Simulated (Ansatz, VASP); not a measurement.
**AlN in VASP and in Ansatz**

Contents of INCAR:

```
PREC = Accurate ; ENCUT = 520
EDIFF = 1E-7 ; ISMEAR = 0
SIGMA = 0.05 ; LREAL = False
LASPH = True ; NELM = 100
ALGO = Normal ; ISIF = 2
LWAVE = False ; LCHARG = False
GGA = PS ; NBANDS = 11
```

File KPOINTS:

```
regular mesh
0
Gamma
  10 10 10
```

The input POSCAR:

```
AlN
1.0
   -0.1069046071      1.9702574484      1.9702574484
    1.9702574484     -0.1069046071      1.9702574484
    1.9702574484      1.9702574484     -0.1069046071
Al N
1 1
Direct
    0.5000000000      0.5000000000      0.5000000000
    0.0000000000      0.0000000000      0.0000000000
```

Input for Ansatz:

```yaml
crystal:
  lattice:
    - [-0.1069046071, 1.9702574484, 1.9702574484]
    - [1.9702574484, -0.1069046071, 1.9702574484]
    - [1.9702574484, 1.9702574484, -0.1069046071]
  atoms:
    - { symbol: Al, position: [0.5, 0.5, 0.5] }
    - { symbol: "N", position: [0.0, 0.0, 0.0] }
basis:
  ecutwfc: 520.0
kpoints:
  mp_grid: { grid: [10, 10, 10] }
hamiltonian:
  xc: pbesol
  pseudopotentials: { kind: paw, azcp: { folder: soft_1 } }
scf:
  occupations: { method: gaussian, width: 0.05 }
output:
  forces: true
  stress: true
  eigenvalues: true
```

Alike in both runs: task single point; functional PBEsol; k mesh 10 × 10 × 10; occupations gaussian, width 0.05 eV; no spin polarisation.

```csv
,VASP,Ansatz
version,VASP 6.6.1,Ansatz 0.2.0
potentials or method,"VASP PAW PBE potentials, release 64 (Al, N), cutoff 520 eV","scalar-relativistic, plane waves, PAW"
valence electrons in the cell,8,8
```

```tsv
	VASP	Ansatz	Ansatz less VASP
gap on the k mesh at the Fermi level (eV)	3.25	3.25	+0.001
least direct gap on the mesh (eV)	4.73	4.72	-0.018
pressure (GPa)	0.5	0.5	-0.04
traceless stress, the component that is largest in VASP (GPa)	15.14	15.12	-0.013
```

VASP's potentials were made for PBE, not for PBEsol, and Ansatz warns of the same on its side.
